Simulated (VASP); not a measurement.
# In: single point with PBEsol

System: In, a slab with vacuum.

```xyz
4
Lattice="3.3355 0.0000 0.0000 -1.6677 2.8886 0.0000 0.0000 0.0000 23.2637" Properties=species:S:1:pos:R:3 pbc="T T T"
In    1.6677    0.9629    7.5000
In    0.0000    1.9257   10.2546
In    1.6677    0.9629   13.0091
In    0.0000    1.9257   15.7637
```

```json
{
  "Program": "VASP 6.6.1",
  "Task": "single point",
  "Functional": "PBEsol",
  "Potentials or basis": "VASP PAW PBE potentials, release 64 (In_d)",
  "Cutoff": "520 eV",
  "k mesh": "9 × 9 × 1",
  "Occupations": "fermi-dirac, width 0.05 eV",
  "Spin": "no spin polarisation",
  "Dipole correction": "no",
  "Further INCAR settings": "ALGO = Normal; EDIFF = 1e-06; NBANDS = 34"
}
```

The largest force is 0.099 eV/Å. The band gap on the k mesh is zero (bands 26 and 27 overlap by 2.00 eV).

Forces on the atoms (eV/Å):
```
In   0.000  0.000  0.060
In   0.000  0.000  0.099
In   0.000  0.000 -0.099
In   0.000  0.000 -0.060
```

Levels at points of the mesh, in eV from the Fermi level:
```tsv
k point	band 23	band 24	band 25	band 26	band 27	band 28	band 29	band 30
(0.00, 0.00, 0.00)	-7.16	-5.50	-2.53	-0.24	2.19	3.62	3.80	5.40
```

It took 4.6 min on 1 thread of Intel Xeon 8259CL (shared host), peak memory 0.38 GiB.

Caveat: the PAW data sets were made with another functional, which shifts forces and pressure a little; spin-orbit coupling is left out, which moves the levels of the heavy elements.
